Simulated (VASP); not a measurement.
A run of VASP 6.6.1:

File INCAR:

```
SYSTEM = BaS
PREC = Accurate ; ENCUT = 520
EDIFF = 1E-7 ; ISMEAR = 0
SIGMA = 0.01 ; LREAL = .FALSE.
LASPH = .TRUE. ; NELM = 100
ALGO = Normal ; ISIF = 2
LWAVE = .FALSE. ; LCHARG = .FALSE.
GGA = PE ; NBANDS = 24
```

The input KPOINTS:

```
Automatic mesh
0
G
  6 6 4
  0 0 0
```

POSCAR

```
BaS
1.0
    5.3274900363      0.0000000000      0.0000000000
   -2.6637450182      4.6137417099      0.0000000000
    0.0000000000      0.0000000000      6.3188407469
Ba S
2 2
Direct
    0.3333333333      0.6666666667     -0.0625004860
    0.6666666667      0.3333333333      0.4374995140
    0.3333333333      0.6666666667      0.4375004860
    0.6666666667      0.3333333333      0.9375004860
```

Potentials or basis: VASP PAW PBE potentials, release 64 (Ba_sv, S).

The run is started by

```bash
$ cat potpaw_PBE.64/Ba_sv/POTCAR potpaw_PBE.64/S/POTCAR > POTCAR
$ mpirun -np 1 vasp_std > vasp.out
```

Hardware: 1 thread of Intel Xeon 8259CL, on a shared host.

**Question.** Estimate the wall time of this run.

**Answer.** It took 2.3 min on 1 thread of Intel Xeon 8259CL, on a shared host, peak memory 0.29 GiB. Counts: scf iterations 16, k points 21.
